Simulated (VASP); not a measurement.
# C: single point with PBE+D3(BJ)

Crystal: C.

```
C
1.0
     1.23277   -2.00610    0.00000
     1.23277    2.00610    0.00000
     0.00000    0.00000    6.79898
C
4
Direct
  0.08331 0.91669 0.75000
  0.58331 0.41669 0.25000
  0.91669 0.08331 0.25000
  0.41669 0.58331 0.75000
```

This cell differs from its parent crystal: strain -0.0600 x Voigt [0, 1, 0, 0, 0, 0].

```yaml
Program: VASP 6.6.1
Task: single point
Functional: PBE
Dispersion: D3(BJ)
Potentials_or_basis: VASP PAW PBE potentials, release 64 (C)
Cutoff: 520 eV
k_mesh: 22 × 22 × 8
Occupations: gaussian, width 0.15 eV
Spin: no spin polarisation
```

```yaml
Pressure: 32.6 GPa
Largest_force: 1.392 eV/Å
Dispersion_energy_per_atom: -0.149 eV
```

Forces in eV/Å, atoms in the order of the input:
```
C    0.000  1.392  0.000
C    0.000  1.392  0.000
C    0.000 -1.392  0.000
C    0.000 -1.392  0.000
```

Stress tensor (GPa, compression positive):
```
15.26  0.00  0.00
 0.00 82.78  0.00
 0.00  0.00 -0.33
```

Run time: 7.2 min on 1 thread of AMD EPYC 7R13, on a shared host, peak memory 0.36 GiB.

Caveat: the cell differs from its parent crystal (strain -0.0600 x Voigt [0, 1, 0, 0, 0, 0]); the stress differs along the axes, from -0 to 83 GPa; forces of over 1 eV/Å act on the atoms, so gaps and moduli don't describe the material at rest.
